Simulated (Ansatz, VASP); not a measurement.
Ca: VASP beside Ansatz

```
Ca
1.0
     0.00000    2.84757    2.84757
     2.84757    0.00000    2.84757
     2.84757    2.84757    0.00000
Ca
1
Cartesian
  0.0000 0.0000 0.0000
```

Alike in both runs: task single point; functional r2SCAN; dispersion rVV10; k mesh 8 × 8 × 8; occupations fermi-dirac, width 0.05 eV; no spin polarisation.

|  | VASP | Ansatz |
| --- | --- | --- |
| version | VASP 6.6.1 | Ansatz 0.2.0 |
| potentials or method | VASP PAW PBE potentials, release 64 (Ca_sv) | Ansatz PAW |
| plane-wave cutoff (eV) | 520 | 500 |
| valence electrons in the cell | 10 | 10 |

```csv
,VASP,Ansatz,Ansatz less VASP
gap on the k mesh at the Fermi level (eV),none,none,-
pressure (GPa),-1.2,-1.2,-0.04
```

VASP's potentials were made for PBE, not for r2SCAN. A gap of «none» marks a metal or a gap that the smearing closes.
